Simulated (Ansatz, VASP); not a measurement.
# One calculation of SnO2, two programs

```xyz
6
Lattice="-1.9850 1.9850 5.0877 1.9850 -1.9850 5.0877 1.9850 1.9850 -5.0877" Properties=species:S:1:pos:R:3 pbc="T T T"
Sn    0.0000    1.9850    2.5438
Sn    0.0000    0.0000    0.0000
O     0.0000    0.0000    8.1098
O     0.0000    1.9850    4.6094
O     0.0000    0.0000    2.0656
O     0.0000    1.9850    0.4783
```

Alike in both runs: task single point; functional LDA; k mesh 10 × 10 × 10; occupations gaussian, width 0.05 eV; no spin polarisation.

|  | VASP | Ansatz |
| --- | --- | --- |
| version | VASP 6.6.1 | Ansatz 0.2.0 |
| potentials or method | VASP PAW LDA potentials, release 64 (Sn_d, O), cutoff 520 eV | scalar-relativistic, plane waves, PAW |
| valence electrons in the cell | 52 | 52 |

```csv
,VASP,Ansatz,Ansatz less VASP
gap on the k mesh at the Fermi level (eV),1.78,1.76,-0.024
least direct gap on the mesh (eV),2.18,2.15,-0.027
pressure (GPa),1.2,0.0,-1.22
"traceless stress, the component that is largest in VASP (GPa)",0.27,0.00,-0.269
rms of the force components (eV/Å),0.023,0.000,-0.0226
```

Ansatz warns that its potentials were made for another functional, while VASP's fit it. LDA's correlation is that of Perdew and Zunger in VASP and of Perdew and Wang (1992) in Ansatz. Atom by atom the forces differ by 0.023 eV/Å (rms over components).
